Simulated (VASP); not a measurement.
Ba: relaxation of cell and atoms with LDA

The system is Ba.

```xyz
1
Lattice="-2.5874 2.5874 2.5874 2.5874 -2.5874 2.5874 2.5874 2.5874 -2.5874" Properties=species:S:1:pos:R:3 pbc="T T T"
Ba    0.0000    0.0000    0.0000
```

- Program: VASP 6.6.1
- Task: relaxation of cell and atoms
- Functional: LDA
- Potentials or basis: VASP PAW LDA potentials, release 64 (Ba_sv)
- Cutoff: 650 eV
- k mesh: 10 × 10 × 10
- Occupations: gaussian, width 0.04 eV
- Spin: no spin polarisation
- Tolerance level: tight
- Purpose: cell
- Passes: 3
- Further INCAR settings: ALGO = Normal; EDIFF = 1e-07

```yaml
Relaxed_volume: 54.53 Å³/atom
Relaxed_cell: a = 4.138 Å, b = 4.138 Å, c = 4.138 Å, α = 109.47°, β = 109.47°, γ = 109.47°
Space_group_after_relaxing_to_0.1_Å: Im-3m (No. 229)
Energy_gained_by_relaxing: 96.2 meV/atom
Ionic_steps: 20
Pressure_after_relaxing: 0.0 GPa
Band_gap_on_the_k_mesh: zero (bands 5 and 6 overlap by 1.20 eV)
```

The path:
| step | energy change (eV) | largest force (eV/Å) | pressure (GPa) | volume (Å³) |
| --- | --- | --- | --- | --- |
| 1 | 0.0000 | 0.0000 | -1.78 | 69.29 |
| 2 | -0.0679 | 0.0000 | -1.12 | 61.87 |
| 3 | -0.0956 | 0.0000 | -0.21 | 55.52 |
| 4 | -0.0961 | 0.0000 | 0.05 | 54.27 |
| 5 | -0.0962 | 0.0000 | -0.01 | 54.55 |
| 6 | -0.0962 | 0.0000 | -0.01 | 54.55 |
| 7 | -0.0962 | 0.0000 | -0.01 | 54.55 |
| 8 | -0.0962 | 0.0000 | -0.01 | 54.55 |
| 9 | -0.0962 | 0.0000 | -0.01 | 54.55 |
| 10 | -0.0962 | 0.0000 | -0.01 | 54.55 |
| 11 | -0.0962 | 0.0000 | -0.01 | 54.55 |
| 12 | -0.0962 | 0.0000 | -0.01 | 54.55 |
| 13 | -0.0962 | 0.0000 | -0.01 | 54.55 |
| 14 | -0.0962 | 0.0000 | -0.01 | 54.55 |
| 15 | -0.0962 | 0.0000 | -0.01 | 54.55 |
| 16 | -0.0962 | 0.0000 | -0.01 | 54.54 |
| 17 | -0.0962 | 0.0000 | -0.01 | 54.54 |
| 18 | -0.0962 | 0.0000 | 0.00 | 54.53 |
| 19 | -0.0962 | 0.0000 | 0.00 | 54.53 |
| 20 | -0.0962 | 0.0000 | 0.00 | 54.53 |

Final structure:
```
Ba
1.0
    -2.38888    2.38888    2.38888
     2.38888   -2.38888    2.38888
     2.38888    2.38888   -2.38888
Ba
1
Cartesian
  0.0000 0.0000 0.0000
```

Levels at points of the mesh, in eV from the Fermi level:
| k point | band 2 | band 3 | band 4 | band 5 | band 6 | band 7 | band 8 | band 9 |
| --- | --- | --- | --- | --- | --- | --- | --- | --- |
| (0.00, 0.00, 0.00) | -13.41 | -13.41 | -13.41 | -2.76 | 1.95 | 1.95 | 1.95 | 3.62 |
| (0.50, 0.00, 0.00) | -14.14 | -13.64 | -13.42 | -0.97 | 0.65 | 1.86 | 3.62 | 4.29 |
| (0.50, 0.50, 0.50) | -13.91 | -13.91 | -13.91 | -0.71 | -0.71 | 5.16 | 5.16 | 5.16 |

Run time: 4.5 min on 1 thread of Intel(R) Xeon(R) Platinum 8259CL CPU @ 2.50GHz (Skylake/Cascade Lake) (shared host), peak memory 0.23 GiB.

Caveat: the volume moved by over 15 % at a fixed basis, so the end points are rough; spin-orbit coupling is left out, which moves the levels of the heavy elements. Zero-point motion and thermal expansion aren't in these numbers.
